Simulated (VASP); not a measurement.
# Al4Ni (I4/m) in VASP: a series of runs

The runs below take Al4Ni through relaxation of cell and atoms, single point, with PBE.

All numbers are computed with VASP 6.6.1; they aren't measurements. Logs are shortened: lines on timing, memory, paths and dates and some standing lists are left out, and cuts for length are marked.

**1. The cell of the first run**

The structure is tetragonal, space group I4/m (No. 87). Conventional cell: a = 6.121 Å, b = 6.121 Å, c = 3.871 Å, α = 90.00°, β = 90.00°, γ = 90.00°. Within 3.6 Å of Al (site symmetry m) lie 9 Al at 2.74 Å and 3 Ni at 2.74 Å. Within 3.6 Å of Ni (site symmetry 4/m) lie 12 Al at 2.74 Å.

**2. Relaxation of cell and atoms, PBE, collinear spin, ferromagnetic start**

The input, INCAR:

```
SYSTEM = Al4Ni
ALGO = Fast
EDIFF = 1E-6
EDIFFG = -0.04
ENCUT = 600
GGA = PE
IBRION = 2
ISIF = 3
ISMEAR = 0
ISPIN = 2
LASPH = .TRUE.
LCHARG = .FALSE.
LMAXMIX = 4
LORBIT = 11
LREAL = .FALSE.
LWAVE = .FALSE.
MAGMOM = 0 0 0 0 2
NELM = 150
NSW = 90
PREC = Accurate
SIGMA = 0.1
```

The input, KPOINTS:

```
k-points
0
G
  6 6 6
  0 0 0
```

The input, POSCAR:

```
Al4Ni
1.0
   -3.0606113900      3.0606113900      1.9357006000
    3.0606113900     -3.0606113900      1.9357006000
    3.0606113900      3.0606113900     -1.9357006000
Al Ni
4 1
Direct
    0.2000000000      0.6000000000      0.8000000000
    0.6000000000      0.8000000000      0.4000000000
    0.4000000000      0.2000000000      0.6000000000
    0.8000000000      0.4000000000      0.2000000000
    0.0000000000      0.0000000000      0.0000000000
```

Potentials or basis: VASP PAW PBE potentials, release 64 (Al, Ni).

Started as:

```console
$ cat potpaw_PBE.64/Al/POTCAR potpaw_PBE.64/Ni/POTCAR > POTCAR
$ mpirun -np 1 vasp_std > vasp.out
```

OUTCAR:

```text
SYSTEM = Al4Ni
   EDIFF = 1E-6
   EDIFFG = -0.04
   ENCUT = 600
   GGA = PE
   IBRION = 2
   ISIF = 3
   ISMEAR = 0
   ISPIN = 2
   LASPH = .TRUE.
   LORBIT = 11
   LREAL = .FALSE.
   NELM = 150
   NSW = 90
   PREC = Accurate

 ion  position               nearest neighbor table
   1  0.200  0.600  0.800-   5 2.74   2 2.74   3 2.74   4 2.74   5 2.74   2 2.74   3 2.74   4 2.74
                             3 2.74   4 2.74   2 2.74   5 2.74
   2  0.600  0.800  0.400-   3 2.74   3 2.74   5 2.74   1 2.74   5 2.74   4 2.74   1 2.74   4 2.74
                             4 2.74   5 2.74   1 2.74   3 2.74
   3  0.400  0.200  0.600-   2 2.74   2 2.74   4 2.74   5 2.74   5 2.74   1 2.74   4 2.74   1 2.74
                             1 2.74   5 2.74   4 2.74   2 2.74
   4  0.800  0.400  0.200-   3 2.74   5 2.74   2 2.74   1 2.74   3 2.74   5 2.74   2 2.74   1 2.74
                             2 2.74   1 2.74   3 2.74   5 2.74
   5  0.000  0.000  0.000-   2 2.74   4 2.74   2 2.74   3 2.74   1 2.74   3 2.74   1 2.74   4 2.74
                             2 2.74   3 2.74   1 2.74   4 2.74

  LATTYP: Found a body centered tetragonal cell.
 ALAT       =     6.1212227800
 C/A-ratio  =     0.6324555304

  Lattice vectors:

 A1 = (  -3.0606113900,   3.0606113900,   1.9357006000)
 A2 = (   3.0606113900,  -3.0606113900,   1.9357006000)
 A3 = (   3.0606113900,   3.0606113900,  -1.9357006000)

Analysis of symmetry for initial positions (statically):
=====================================================================
 Subroutine PRICEL returns:
 Original cell was already a primitive cell.

 Routine SETGRP: Setting up the symmetry group for a
 body centered tetragonal supercell.

 Subroutine GETGRP returns: Found  8 space group operations
 (whereof  8 operations were pure point group operations)
 out of a pool of 16 trial point group operations.

The static configuration has the point symmetry C_4h.

Analysis of symmetry for dynamics (positions and initial velocities):
=====================================================================
 Subroutine PRICEL returns:
 Original cell was already a primitive cell.

 Routine SETGRP: Setting up the symmetry group for a
 body centered tetragonal supercell.

 Subroutine GETGRP returns: Found  8 space group operations
 (whereof  8 operations were pure point group operations)
 out of a pool of 16 trial point group operations.

The dynamic configuration has the point symmetry C_4h.

Analysis of structural, dynamic, and magnetic symmetry:
=====================================================================
 Subroutine PRICEL returns:
 Original cell was already a primitive cell.

 Routine SETGRP: Setting up the symmetry group for a
 body centered tetragonal supercell.

 Subroutine GETGRP returns: Found  8 space group operations
 (whereof  8 operations were pure point group operations)
 out of a pool of 16 trial point group operations.

The overall configuration has the point symmetry C_4h.

 Subroutine INISYM returns: Found  8 space group operations
 (whereof  8 operations are pure point group operations),
 and found     1 'primitive' translations

----------------------------------------------------------------------------------------

                                     Primitive cell

  volume of cell :      72.5295

  direct lattice vectors                    reciprocal lattice vectors
    -3.060611390  3.060611390  1.935700600     0.000000000  0.163366052  0.258304409
     3.060611390 -3.060611390  1.935700600     0.163366052  0.000000000  0.258304409
     3.060611390  3.060611390 -1.935700600     0.163366052  0.163366052  0.000000000

  length of vectors
     4.741478775  4.741478775  4.741478775     0.305629898  0.305629898  0.231034487

  position of ions in fractional coordinates (direct lattice)
     0.200000000  0.600000000  0.800000000
     0.600000000  0.800000000  0.400000000
     0.400000000  0.200000000  0.600000000
     0.800000000  0.400000000  0.200000000
     0.000000000  0.000000000  0.000000000

  ion indices of the primitive-cell ions
   primitive index   ion index
                 1           1
                 2           2
                 3           3
                 4           4
                 5           5

----------------------------------------------------------------------------------------

 KPOINTS: k-points

Automatic generation of k-mesh.
 Grid dimensions read from file:
 generate k-points for:    6    6    6

 Generating k-lattice:

  Cartesian coordinates                     Fractional coordinates (reciprocal lattice)
     0.000000000  0.027227675  0.043050735     0.166666667  0.000000000  0.000000000
     0.027227675  0.000000000  0.043050735     0.000000000  0.166666667  0.000000000
     0.027227675  0.027227675  0.000000000     0.000000000  0.000000000  0.166666667

  Length of vectors
     0.050938316  0.050938316  0.038505748

  Shift w.r.t. Gamma in fractional coordinates (k-lattice)
     0.000000000  0.000000000  0.000000000

 Subroutine IBZKPT returns following result:
 ===========================================

 Found     36 irreducible k-points:

 Following reciprocal coordinates:
            Coordinates               Weight
  0.000000  0.000000  0.000000      1.000000
  0.166667  0.000000 -0.000000      8.000000
  0.333333  0.000000  0.000000      8.000000
  0.500000  0.000000 -0.000000      4.000000
  0.166667  0.166667 -0.000000      8.000000
  0.333333  0.166667  0.000000      8.000000
[... 16 lines left out ...]
 -0.333333  0.333333 -0.166667      4.000000
 -0.166667  0.333333  0.166667      8.000000
 [... further k-points ...]
   k-points           NKPTS =     36   k-points in BZ     NKDIM =     36   number of bands    NBANDS=     16
   number of dos      NEDOS =    301   number of ions     NIONS =      5
   total plane-waves  NPLWV =  64000
   dimension x,y,z NGX =    40 NGY =   40 NGZ =   40
   dimension x,y,z NGXF=    80 NGYF=   80 NGZF=   80
   ions per type =               4   1
   NGX,Y,Z   is equivalent  to a cutoff of  14.02, 14.02, 14.02 a.u.
   NGXF,Y,Z  is equivalent  to a cutoff of  28.05, 28.05, 28.05 a.u.
 SYSTEM =  Al4Ni
   PREC   = accura    normal or accurate (medium, high low for compatibility)
   ISTART =      0    job   : 0-new  1-cont  2-samecut
   ICHARG =      2    charge: 1-file 2-atom 10-const
   ISPIN  =      2    spin polarized calculation?
   LNONCOLLINEAR =      F non collinear calculations
   LSORBIT =      F    spin-orbit coupling
   LASPH  =      T    aspherical Exc in radial PAW
   ENCUT  =  600.0 eV  44.10 Ry    6.64 a.u.   9.47  9.47  9.47*2*pi/ulx,y,z
   NELM   =    150;   NELMIN=  2; NELMDL= -5     # of ELM steps
   EDIFF  = 0.1E-05   stopping-criterion for ELM
   LREAL  =      F    real-space projection
   EDIFFG = -.4E-01   stopping-criterion for IOM
   NSW    =     90    number of steps for IOM
   IBRION =      2    ionic relax: 0-MD 1-quasi-New 2-CG
   NFREE  =      1    steps in history (QN), initial steepest desc. (CG)
   ISIF   =      3    stress and relaxation
   ISYM   =      2    0-nonsym 1-usesym 2-fastsym
   POTIM  = 0.5000    time-step for ionic-motion
   TEBEG  =    0.0;   TEEND  =   0.0 temperature during run
   PSTRESS=    0.0 pullay stress
   NELECT =      22.0000    total number of electrons
   NUPDOWN=      -1.0000    fix difference up-down
   EMIN   =  10.00;   EMAX   =-10.00  energy-range for DOS
   EFERMI =   0.00;   METHOD = LEGACY
   ISMEAR =     0;   SIGMA  =   0.10  broadening in eV -4-tet -1-fermi 0-gaus
   EFERMI_NEDOS =   21; number of points for ismear=-14 and -15
   IALGO  =     68    algorithm
   IMIX   =      4    mixing-type and parameters
     AMIX     =   0.40;   BMIX     =  1.00
     AMIX_MAG =   1.60;   BMIX_MAG =  1.00
  volume/ion in A,a.u.               =      14.51        97.89
  Fermi-wavevector in a.u.,A,eV,Ry     =   1.099962  2.078626 16.461901  1.209916
  Thomas-Fermi vector in A             =   2.236365
   LORBIT       =     11    0 simple, 1 ext, 2 COOP (PROOUT), +10 PAW based schemes
   GGA     = PE    functional components
   LHFCALC =     F    Hartree Fock is set to
   AEXX    =    0.0000 exact exchange contribution
   IVDW    =     0    specifies the selected vdW correction
   LEPSILON=     F    determine dielectric tensor
   LRPA    =     F    only Hartree local field effects (RPA)
 conjugate gradient relaxation of ions
 spin polarized calculation
 RMM-DIIS sequential band-by-band and
 Gauss-broadening in eV      SIGMA  =   0.10
  energy-cutoff  :      600.00
  volume of cell :       72.53
 maximum number of plane-waves:      2479
 NGX is ok and might be reduce to    40
   NGX = 19   NGY = 19   NGZ = 19

--------------------------------------- Ionic step        1  -------------------------------------------

 number of electron      22.0000003 magnetization      -0.0123817

 number of electron      22.0000002 magnetization       0.0001417

 Free energy of the ion-electron system (eV)
  ---------------------------------------------------
  ext. energy  EPLUGINS =         0.00000000
  ---------------------------------------------------
  free energy    TOTEN  =       -21.30971486 eV

  energy without entropy =      -21.29875464  energy(sigma->0) =      -21.30423475

------------------------ aborting loop because EDIFF is reached ----------------------------------------

  FORCE on cell =-STRESS in cart. coord.  units (eV):
  Direction    XX          YY          ZZ          XY          YZ          ZX
  --------------------------------------------------------------------------------------
  -------------------------------------------------------------------------------------
  Total        0.9019002      0.9019002      0.0748977     -0.0000000      0.0000000      0.0000000
  in kB       19.9229894     19.9229894      1.6544924     -0.0000003      0.0000000      0.0000000
  external PRESSURE =      13.8334904 kB  Pullay stress =       0.0000000 kB
[... 110 lines left out ...]
 number of electron      21.9999999 magnetization       0.0000005

 number of electron      21.9999999 magnetization      -0.0000018

 Free energy of the ion-electron system (eV)
  ---------------------------------------------------
  ext. energy  EPLUGINS =         0.00000000
  ---------------------------------------------------
  free energy    TOTEN  =       -21.36460831 eV

  energy without entropy =      -21.35221732  energy(sigma->0) =      -21.35841281

 E-fermi :   8.7430     XC(G=0): -10.8276

 val. band max:        8.7325296051   @ k =  -0.1667   0.5000   0.0000
 cond. band min:       8.7728243430   @ k =   0.1667   0.0000  -0.0000
 fundamental gap:      0.0402947379
 Fermi energy:         8.7429877203

 spin component 1

 k-point     1 :       0.0000    0.0000    0.0000
  band No.  band energies     occupation
      1      -2.5401      1.00000
      2       3.8693      1.00000
      3       4.9066      1.00000
      4       5.1466      1.00000
      5       5.1466      1.00000
      6       6.2689      1.00000
[... 435 lines left out ...]
      5       5.7336      1.00000
      6       6.2596      1.00000
[... 8 lines left out ...]
     15      12.1615      0.00000
     16      13.1087      0.00000

 [... further k-points ...]

 spin component 2

 k-point     1 :       0.0000    0.0000    0.0000
  band No.  band energies     occupation
      1      -2.5401      1.00000
      2       3.8693      1.00000
      3       4.9066      1.00000
      4       5.1466      1.00000
      5       5.1466      1.00000
      6       6.2689      1.00000
[... 479 lines left out ...]
  FREE ENERGIE OF THE ION-ELECTRON SYSTEM (eV)
  ---------------------------------------------------
  free  energy   TOTEN  =       -21.3646083071 eV

  energy  without entropy=      -21.3522173219  energy(sigma->0) =      -21.35841281

 reached required accuracy - stopping structural energy minimisation

 total charge

# of ion       s       p       d       tot
------------------------------------------
    1        0.417   0.372   0.000   0.789
    2        0.417   0.372   0.000   0.789
    3        0.417   0.372   0.000   0.789
    4        0.417   0.372   0.000   0.789
    5        0.441   0.411   8.383   9.234
--------------------------------------------------
tot          2.107   1.900   8.383  12.390

 magnetization (x)

# of ion       s       p       d       tot
------------------------------------------
    1       -0.000  -0.000   0.000  -0.000
    2       -0.000  -0.000   0.000  -0.000
    3       -0.000  -0.000   0.000  -0.000
    4       -0.000  -0.000   0.000  -0.000
    5        0.000   0.000   0.000   0.000
--------------------------------------------------
tot          0.000   0.000   0.000   0.000
```

Wall time 7.2 min (1 thread of Intel Xeon Platinum 8488C (Sapphire Rapids), shared host); peak memory 0.33 GiB.

What came out:

| Item | Value |
| --- | --- |
| Free energy | -21.3646 eV |
| Relaxed volume | 14.64 Å³/atom |
| Relaxed cell | a = 4.767 Å, b = 4.767 Å, c = 4.767 Å, α = 99.38°, β = 99.38°, γ = 132.38° |
| Space group after relaxing (to 0.05 Å) | I4/m (No. 87) |
| Energy gained by relaxing | 11.0 meV/atom |
| Ionic steps | 4 |
| Pressure after relaxing | 0.3 GPa |
| Largest force after relaxing | 0.023 eV/Å |
| Band gap on the k mesh | zero (filled and empty bands overlap) |
| Net moment | 0.00 μB per cell |
| Valence electrons inside the program's atomic spheres | Al 0.79; Ni 9.23 |

Forces on the atoms (eV/Å):
```
Al   0.015 -0.017  0.000
Al   0.017  0.015  0.000
Al  -0.017 -0.015  0.000
Al  -0.015  0.017  0.000
Ni   0.000  0.000  0.000
```

Step by step:
```csv
step,energy change (eV),largest force (eV/Å),pressure (GPa),volume (Å³)
1,0.0000,0.5395,1.38,72.53
2,-0.0452,0.2220,-0.71,73.85
3,-0.0491,0.1187,-1.26,74.33
4,-0.0549,0.0229,0.33,73.20
```

Final structure:
```
CELL_PARAMETERS angstrom
-3.08384 3.08384 1.92431
3.08384 -3.08384 1.92431
3.08384 3.08384 -1.92431
ATOMIC_POSITIONS crystal
Al 0.20555 0.60492 0.81047
Al 0.60492 0.79445 0.39937
Al 0.39508 0.20555 0.60063
Al 0.79445 0.39508 0.18953
Ni 0.00000 0.00000 0.00000
```

Caveat: the starting moments collapsed, and a magnetic state may lie lower.

(Part 1 of 2 ends here.)
